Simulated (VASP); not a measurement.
# TiO2 (TiO2 (I4_1/amd)) (C2/c) in VASP: single point with LDA

Aim: the single point of TiO2 (TiO2 (I4_1/amd)) with LDA.

All numbers are computed with VASP 6.6.1; they aren't measurements. Logs are shortened: lines on timing, memory, paths and dates and some standing lists are left out, and cuts for length are marked.

## Step 1: The cell of the first run

Symmetry: C2/c, No. 15, monoclinic system. The conventional cell has a = 5.372 Å, b = 5.372 Å, c = 5.545 Å, α = 90.00°, β = 118.97°, γ = 90.00°. Ti (site symmetry 2) has 6 O at 1.92 to 2.00 Å within 2.5 Å. Within 2.5 Å of O (site symmetry 1) lie 3 Ti at 1.92 to 2.00 Å and 2 O at 2.47 Å.

## Step 2: Single point, LDA

INCAR

```
  PREC = Accurate
  ENCUT = 600
  EDIFF = 1E-6
  ISMEAR = -1
  SIGMA = 0.01
  LREAL = False
  LASPH = True
  NELM = 120
  ALGO = Normal
  ISIF = 2
  LWAVE = False
  LCHARG = False
  NBANDS = 33
  GGA_COMPAT = False
```

KPOINTS

```
Automatic mesh
0
Gamma
  2 2 1
  0.25 0.25 0.25
```

POSCAR

```
TiO2
1.0
    0.0000000000     -3.7985033750      0.0000000000
    3.7985033750      0.0000000000      0.0000000000
   -1.8992516900      1.8992516900      4.8515712600
Ti O
2 4
Direct
    0.7575692916      0.2424307084      0.5000000000
    0.9924307084      0.0075692916      0.0000000000
    0.9490688622      0.4564928695      0.9125258466
    0.2064928695      0.1990688622      0.4125258466
    0.5435071305      0.0509311378      0.0874741534
    0.8009311378      0.7935071305      0.5874741534
```

Potentials or basis: VASP PAW LDA potentials, release 64 (Ti_sv, O).

On the command line:

```console
> cat potpaw_LDA.64/Ti_sv/POTCAR potpaw_LDA.64/O/POTCAR > POTCAR
> mpirun -np 1 vasp_std > vasp.out
```

OUTCAR:

```text
PREC = Accurate
   ENCUT = 600
   EDIFF = 1E-6
   ISMEAR = -1
   LREAL = False
   LASPH = True
   NELM = 120
   ISIF = 2

 ion  position               nearest neighbor table
   1  0.758  0.242  0.500-   4 1.92   6 1.92   6 1.97   4 1.97   3 2.00   5 2.00
   2  0.992  0.008  0.000-   3 1.92   5 1.92   5 1.97   3 1.97   6 2.00   4 2.00
   3  0.949  0.456  0.913-   2 1.92   2 1.97   1 2.00
   4  0.206  0.199  0.413-   1 1.92   1 1.97   2 2.00
   5  0.544  0.051  0.087-   2 1.92   2 1.97   1 2.00
   6  0.801  0.794  0.587-   1 1.92   1 1.97   2 2.00

  LATTYP: Found a body centered tetragonal cell.
 ALAT       =     3.7985033750
 C/A-ratio  =     2.5544646304

  Lattice vectors:

 A1 = (  -1.8992516850,  -1.8992516900,  -4.8515712600)
 A2 = (   1.8992516900,   1.8992516850,  -4.8515712600)
 A3 = (   1.8992516850,  -1.8992516850,   4.8515712600)

Analysis of symmetry for initial positions (statically):
=====================================================================
 Subroutine PRICEL returns:
 Original cell was already a primitive cell.

 Routine SETGRP: Setting up the symmetry group for a
 body centered tetragonal supercell.

 Subroutine GETGRP returns: Found  4 space group operations
 (whereof  2 operations were pure point group operations)
 out of a pool of 16 trial point group operations.

The static configuration has the point symmetry C_2 .
 The point group associated with its full space group is C_2h.

Analysis of symmetry for dynamics (positions and initial velocities):
=====================================================================
 Subroutine PRICEL returns:
 Original cell was already a primitive cell.

 Routine SETGRP: Setting up the symmetry group for a
 body centered tetragonal supercell.

 Subroutine GETGRP returns: Found  4 space group operations
 (whereof  2 operations were pure point group operations)
 out of a pool of 16 trial point group operations.

The dynamic configuration has the point symmetry C_2 .
 The point group associated with its full space group is C_2h.

 Subroutine INISYM returns: Found  4 space group operations
 (whereof  2 operations are pure point group operations),
 and found     1 'primitive' translations

----------------------------------------------------------------------------------------

                                     Primitive cell

  volume of cell :      70.0015

  direct lattice vectors                    reciprocal lattice vectors
     0.000000000 -3.798503375  0.000000000     0.000000000 -0.263261580  0.103059395
     3.798503375  0.000000000  0.000000000     0.263261580  0.000000000  0.103059395
    -1.899251690  1.899251690  4.851571260     0.000000000  0.000000000  0.206118790

[... 97 lines left out ...]
   ISIF   =      2    stress and relaxation
   ISYM   =      2    0-nonsym 1-usesym 2-fastsym
   POTIM  = 0.5000    time-step for ionic-motion
   TEBEG  =    0.0;   TEEND  =   0.0 temperature during run
   PSTRESS=    0.0 pullay stress
   NELECT =      48.0000    total number of electrons
   NUPDOWN=      -1.0000    fix difference up-down
   EMIN   =  10.00;   EMAX   =-10.00  energy-range for DOS
   EFERMI =   0.00;   METHOD = LEGACY
   ISMEAR =    -1;   SIGMA  =   0.01  broadening in eV -4-tet -1-fermi 0-gaus
   EFERMI_NEDOS =   21; number of points for ismear=-14 and -15
   IALGO  =     38    algorithm
   IMIX   =      4    mixing-type and parameters
     AMIX     =   0.40;   BMIX     =  1.00
     AMIX_MAG =   1.60;   BMIX_MAG =  1.00
  volume/ion in A,a.u.               =      11.67        78.73
  Fermi-wavevector in a.u.,A,eV,Ry     =   1.443620  2.728045 28.355051  2.084037
  Thomas-Fermi vector in A             =   2.562007
   LORBIT       =      0    0 simple, 1 ext, 2 COOP (PROOUT), +10 PAW based schemes
   GGA     = CA    functional components
   LHFCALC =     F    Hartree Fock is set to
   AEXX    =    0.0000 exact exchange contribution
   IVDW    =     0    specifies the selected vdW correction
   LEPSILON=     F    determine dielectric tensor
   LRPA    =     F    only Hartree local field effects (RPA)
 non-spin polarized calculation
  energy-cutoff  :      600.00
  volume of cell :       70.00
 maximum number of plane-waves:      2354
 NGX is ok and might be reduce to    30
   NGX = 15   NGY = 15   NGZ = 23

 number of electron      48.0000004 magnetization

 Free energy of the ion-electron system (eV)
  ---------------------------------------------------
  ext. energy  EPLUGINS =         0.00000000
  ---------------------------------------------------
  free energy    TOTEN  =       -58.76996101 eV

  energy without entropy =      -58.76996101  energy(sigma->0) =      -58.76996101

 E-fermi :   2.9376     XC(G=0): -11.2001

 val. band max:        2.6438238198   @ k =  -0.3750  -0.3750   0.2500
 cond. band min:       5.4433657598   @ k =   0.1250   0.1250   0.2500
 fundamental gap:      2.7995419401
 Fermi energy:         2.9376083556

 k-point     1 :       0.1250    0.1250    0.2500
  band No.  band energies     occupation
      1     -52.8681      2.00000
      2     -52.8457      2.00000
      3     -29.6470      2.00000
      4     -29.5463      2.00000
      5     -29.5161      2.00000
      6     -29.4742      2.00000
[... 97 lines left out ...]
     32       9.3082      0.00000
     33       9.8647      0.00000

------------------------ aborting loop because EDIFF is reached ----------------------------------------

  FORCE on cell =-STRESS in cart. coord.  units (eV):
  Direction    XX          YY          ZZ          XY          YZ          ZX
  --------------------------------------------------------------------------------------
  -------------------------------------------------------------------------------------
  Total       -4.4750437     -4.4750437     -4.7066441     -0.1905409      0.2982793     -0.2982791
  in kB     -102.4236882   -102.4236882   -107.7245010     -4.3610519      6.8269435     -6.8269378
  external PRESSURE =    -104.1906258 kB  Pullay stress =       0.0000000 kB

 VOLUME and BASIS-vectors are now :
 -----------------------------------------------------------------------------
  energy-cutoff  :      600.00
  volume of cell :       70.00
      direct lattice vectors                 reciprocal lattice vectors
     0.000000000 -3.798503375  0.000000000     0.000000000 -0.263261580  0.103059395
     3.798503375  0.000000000  0.000000000     0.263261580  0.000000000  0.103059395
    -1.899251690  1.899251690  4.851571260     0.000000000  0.000000000  0.206118790

 POSITION                                       TOTAL-FORCE (eV/Angst)
 -----------------------------------------------------------------------------------
     -0.02875     -1.92800      2.42579         0.025695      0.025695      0.000000
      0.02875     -3.76975      0.00000        -0.025695     -0.025695      0.000000
      0.00087     -1.87193      4.42718         0.001673      0.017264     -0.172968
     -0.02733     -0.00087      2.00140        -0.017264     -0.001673     -0.172968
      0.02733     -1.89838      0.42439         0.017264      0.001673      0.172968
      1.89838     -1.92658      2.85017        -0.001673     -0.017264      0.172968
 -----------------------------------------------------------------------------------
    total drift:                                0.000000      0.000000     -0.000000

  FREE ENERGIE OF THE ION-ELECTRON SYSTEM (eV)
  ---------------------------------------------------
  free  energy   TOTEN  =       -58.7699610112 eV

  energy  without entropy=      -58.7699610112  energy(sigma->0) =      -58.76996101
```

OSZICAR:

```text
N       E                     dE             d eps       ncg     rms          rms(c)
DAV:   1     0.672194810673E+03    0.67219E+03   -0.26184E+04   198   0.186E+03
DAV:   2     0.302388768187E+02   -0.64196E+03   -0.59685E+03   208   0.526E+02
DAV:   3    -0.700892252781E+02   -0.10033E+03   -0.98339E+02   271   0.192E+02
DAV:   4    -0.755880780328E+02   -0.54989E+01   -0.54862E+01   315   0.443E+01
DAV:   5    -0.757550957868E+02   -0.16702E+00   -0.16697E+00   260   0.593E+00    0.309E+01
DAV:   6    -0.592953907570E+02    0.16460E+02   -0.79785E+01   281   0.875E+01    0.117E+01
DAV:   7    -0.591764428386E+02    0.11895E+00   -0.16830E+01   274   0.347E+01    0.925E+00
DAV:   8    -0.589378016864E+02    0.23864E+00   -0.54118E-01   252   0.650E+00    0.649E+00
DAV:   9    -0.588249317322E+02    0.11287E+00   -0.81275E-01   284   0.103E+01    0.230E+00
DAV:  10    -0.587850813693E+02    0.39850E-01   -0.43539E-01   283   0.610E+00    0.105E+00
DAV:  11    -0.587710626050E+02    0.14019E-01   -0.59909E-02   268   0.162E+00    0.488E-01
DAV:  12    -0.587704282613E+02    0.63434E-03   -0.89618E-03   251   0.112E+00    0.167E-01
DAV:  13    -0.587700613131E+02    0.36695E-03   -0.80350E-04   276   0.286E-01    0.674E-02
DAV:  14    -0.587699560732E+02    0.10524E-03   -0.27131E-04   276   0.206E-01    0.221E-02
DAV:  15    -0.587699610478E+02   -0.49746E-05   -0.54961E-05   244   0.540E-02    0.608E-03
DAV:  16    -0.587699610112E+02    0.36593E-07   -0.24489E-06   219   0.105E-02
   1 F= -.58769961E+02 E0= -.58769961E+02  d E =-.264752E-13
```

stdout:

```text
POSCAR found type information on POSCAR TiO
 POSCAR found :  2 types and       6 ions
 scaLAPACK will be used
 LDA part: xc-table for (Slater(with rela. corr.)+CA(PZ))
 , standard interpolation
 -----------------------------------------------------------------------------
|                                                                             |
|           W    W    AA    RRRRR   N    N  II  N    N   GGGG   !!!           |
|           W    W   A  A   R    R  NN   N  II  NN   N  G    G  !!!           |
|           W    W  A    A  R    R  N N  N  II  N N  N  G       !!!           |
|           W WW W  AAAAAA  RRRRR   N  N N  II  N  N N  G  GGG   !            |
|           WW  WW  A    A  R   R   N   NN  II  N   NN  G    G                |
|           W    W  A    A  R    R  N    N  II  N    N   GGGG   !!!           |
|                                                                             |
|     Your reciprocal lattice and k-lattice belong to different lattice       |
|     classes:                                                                |
|                                                                             |
|        The reciprocal lattice is body-centered tetragonal,                  |
|        whereas your k-lattice is base-centered monoclinic.                  |
|                                                                             |
|     Results are often still useful ...                                      |
|                                                                             |
 -----------------------------------------------------------------------------

 POSCAR, INCAR and KPOINTS ok, starting setup
 FFT: planning ... GRIDC
 FFT: planning ... GRID_SOFT
 FFT: planning ... GRID
 WAVECAR not read
 entering main loop
```

Wall time 24 s (1 thread of Intel Xeon 8259CL, shared host); peak memory 0.16 GiB.

Results:

| Item | Value |
| --- | --- |
| Free energy | -58.7700 eV |
| Pressure | -10.4 GPa |
| Largest force | 0.174 eV/Å |
| Band gap on the k mesh | 2.80 eV, indirect (least direct gap 3.11 eV) |

Forces in eV/Å, atoms in the order of the input:
```
Ti   0.026  0.026  0.000
Ti  -0.026 -0.026  0.000
O    0.002  0.017 -0.173
O   -0.017 -0.002 -0.173
O    0.017  0.002  0.173
O   -0.002 -0.017  0.173
```

Stress tensor (GPa, compression positive):
```
-10.24  -0.44  -0.68
 -0.44 -10.24   0.68
 -0.68   0.68 -10.77
```

Caveat: the k points lie up to 1.30 Å⁻¹ apart. A k mesh can miss the band edges.
